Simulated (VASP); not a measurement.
The system is AlSe3.

```
CELL_PARAMETERS angstrom
-2.18966 2.18966 4.89120
2.18966 -2.18966 4.89120
2.18966 2.18966 -4.89120
ATOMIC_POSITIONS crystal
Al 0.00000 0.00000 0.00000
Se 0.50000 0.50000 0.00000
Se 0.25000 0.75000 0.50000
Se 0.75000 0.25000 0.50000
```

- Program: VASP 6.6.1
- Task: relaxation of cell and atoms
- Functional: PBE
- Potentials or basis: VASP PAW PBE potentials, release 64 (Al, Se)
- Cutoff: 600 eV
- k mesh: 6 × 6 × 6
- Occupations: gaussian, width 0.1 eV
- Spin: no spin polarisation

At the start: pressure -7.2 GPa; volume 23.45 Å³/atom.

Problem. Where does the relaxation end?

Solution. Over 25 steps the energy falls by 464.6 meV/atom and the volume is 25.93 Å³/atom (+10.6 %); space group I4/mmm (No. 139, to 0.05 Å).

Step by step:
```tsv
step	energy change (eV)	largest force (eV/Å)	pressure (GPa)	volume (Å³)
1	0.0000	0.0000	-7.19	93.81
2	-0.5669	0.0000	0.13	80.12
3	-0.5852	0.0000	2.21	77.95
4	-0.8153	0.0000	2.56	78.33
5	-1.1880	0.0000	8.11	78.06
6	3.2609	0.0000	55.79	72.16
7	-1.1977	0.0000	9.19	77.92
8	-0.4755	0.0000	23.59	75.76
9	-1.2078	0.0000	10.58	77.71
10	-1.0654	0.0000	15.68	76.88
11	-1.2011	0.0000	12.15	77.47
12	-1.2742	0.0000	11.72	78.59
13	-1.3911	0.0000	11.05	81.89
14	-1.4019	0.0000	11.01	83.28
15	-1.5484	0.0000	8.58	85.64
16	-1.7955	0.0000	2.39	92.98
17	-1.8212	0.0000	0.26	96.21
18	-1.8214	0.0000	0.05	96.56
19	-1.8253	0.0000	0.05	96.88
20	-1.8352	0.0000	0.05	97.84
21	-1.8492	0.0000	0.09	99.74
22	-1.8582	0.0000	0.22	103.53
23	-1.8583	0.0000	0.21	103.30
24	-1.8584	0.0000	-0.17	104.11
25	-1.8585	0.0000	0.00	103.74
```

Final structure:
```
Al Se
1.0
    -1.86181    1.86181    7.48177
     1.86181   -1.86181    7.48177
     1.86181    1.86181   -7.48177
Al Se
1 3
Cartesian
  0.0000 0.0000 0.0000
  0.0000 0.0000 7.4818
  1.8618 0.0000 3.7409
  0.0000 1.8618 3.7409
```
